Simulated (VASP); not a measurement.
A run of VASP 6.6.1 is set up as follows.

The input POSCAR:

```
HfN
1.0
    0.0000000000      2.4047095306      2.4047095306
    2.4047095306      0.0000000000      2.4047095306
    2.4047095306      2.4047095306      0.0000000000
Hf N
1 1
Direct
    0.0000000000      0.0000000000      0.0000000000
    0.2500000000      0.2500000000      0.2500000000
```

Contents of INCAR.step1:

```
PREC = Accurate
ENCUT = 520
ISMEAR = -1
SIGMA = 0.05
LREAL = F
LASPH = T
NELM = 60
NBANDS = 14
GGA = PE
ALGO = Normal
EDIFF = 1E-4
LWAVE = T
LCHARG = F
```

INCAR.step2

```
PREC = Accurate
ENCUT = 520
EDIFF = 1E-6
ISMEAR = -1
SIGMA = 0.05
LREAL = F
LASPH = T
NELM = 60
ALGO = Normal
ISIF = 2
LWAVE = F
LCHARG = T
METAGGA = R2SCAN
LMIXTAU = T
LELF = T
LVHAR = T
NBANDS = 14
ISTART = 1
```

KPOINTS

```
regular mesh
0
Gamma
  9 9 9
```

Potentials or basis: VASP PAW PBE potentials, release 64 (Hf_pv, N).

The run is started by

```bash
$ cat potpaw_PBE.64/Hf_pv/POTCAR potpaw_PBE.64/N/POTCAR > POTCAR
$ cp INCAR.step1 INCAR
$ mpirun -np 1 vasp_std > vasp.out
$ cp INCAR.step2 INCAR
$ mpirun -np 1 vasp_std > vasp.out
```

Question: Estimate the pressure.

Answer: 10.1 GPa.

Caveat: the PAW data sets were made with another functional, which shifts forces and pressure a little.
